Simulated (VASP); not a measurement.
Crystal: MnS.

```
CELL_PARAMETERS angstrom
0.00000 2.65431 -2.65431
0.00000 2.65431 2.65431
5.30862 0.00000 0.00000
ATOMIC_POSITIONS crystal
Mn 0.00000 0.00000 0.00000
Mn 0.50000 0.50000 0.50000
S 0.00000 0.00000 0.50000
S 0.50000 0.50000 0.00000
```

Base run:

| Quantity | Value |
| --- | --- |
| Program | VASP 6.6.1 |
| Functional | PBE |
| Potentials or basis | VASP PAW PBE potentials, release 64 (Mn_pv, S) |
| Cutoff | 520 eV |
| k mesh | 6 × 6 × 4 |
| Occupations | gaussian, width 0.05 eV |
| Spin | collinear spin, antiferromagnetic start |
| Starting moments | [5.0, -5.0, 0.0, 0.0] μB |
| Hubbard terms | Mn d U = 3.9 eV |

Its results: band gap on the k mesh 1.04 eV; pressure -1.1 GPa; net moment 0.00 μB per cell; site moments Mn +4.59, -4.59; S -0.02, +0.02 μB.

Task: The run is repeated on the same cell with these changes: k mesh from 6 × 6 × 4 to 4 × 4 × 3. What comes out?

Result: Band gap on the k mesh 1.14 eV; pressure -1.0 GPa; net moment 0.00 μB per cell; site moments Mn +4.59, -4.59; S -0.03, +0.03 μB.

Caveats: an odd mesh through Γ misses points on the zone boundary, where band edges can lie (at least some runs).
